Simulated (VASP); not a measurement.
# W: single point with LDA

The system is W.

```xyz
1
Lattice="0.0000 1.7467 1.7467 1.7467 0.0000 1.7467 1.7467 1.7467 0.0000" Properties=species:S:1:pos:R:3 pbc="T T T"
W     0.0000    0.0000    0.0000
```

This cell differs from its parent crystal: volume scaled by 0.68.

- Program: VASP 6.6.1
- Task: single point
- Functional: LDA
- Potentials or basis: VASP PAW LDA potentials, release 64 (W_sv)
- Cutoff: 520 eV
- k mesh: 16 × 16 × 16
- Occupations: fermi-dirac, width 0.08 eV
- Spin: no spin polarisation
- Dipole correction: no
- Further INCAR settings: ALGO = Normal; EDIFF = 1e-07; NBANDS = 13

```json
{
 "Pressure": "264.6 GPa",
 "Band gap on the k mesh": "zero (band 7 reaches 24.97 eV, above the bottom of band 8 at 15.94 eV)"
}
```

Levels at points of the mesh, in eV from the Fermi level:
| k point | band 3 | band 4 | band 5 | band 6 | band 7 | band 8 | band 9 | band 10 | band 11 | band 12 |
| --- | --- | --- | --- | --- | --- | --- | --- | --- | --- | --- |
| (0.00, 0.00, 0.00) | -35.65 | -35.65 | -10.69 | -1.61 | -1.61 | -1.61 | 3.98 | 3.98 | 12.94 | 20.56 |
| (0.50, 0.00, 0.00) | -36.20 | -36.20 | -8.41 | -2.12 | -2.12 | 3.39 | 8.59 | 8.59 | 13.02 | 18.63 |
| (0.50, 0.50, 0.00) | -37.21 | -37.21 | -9.48 | -8.23 | 7.43 | 8.60 | 10.07 | 10.07 | 16.42 | 16.42 |

Wall time 36 s on 1 thread of AMD EPYC 7R13 (shared host), peak memory 0.1 GiB.

Caveat: spin-orbit coupling is left out, which moves the levels of the heavy elements.
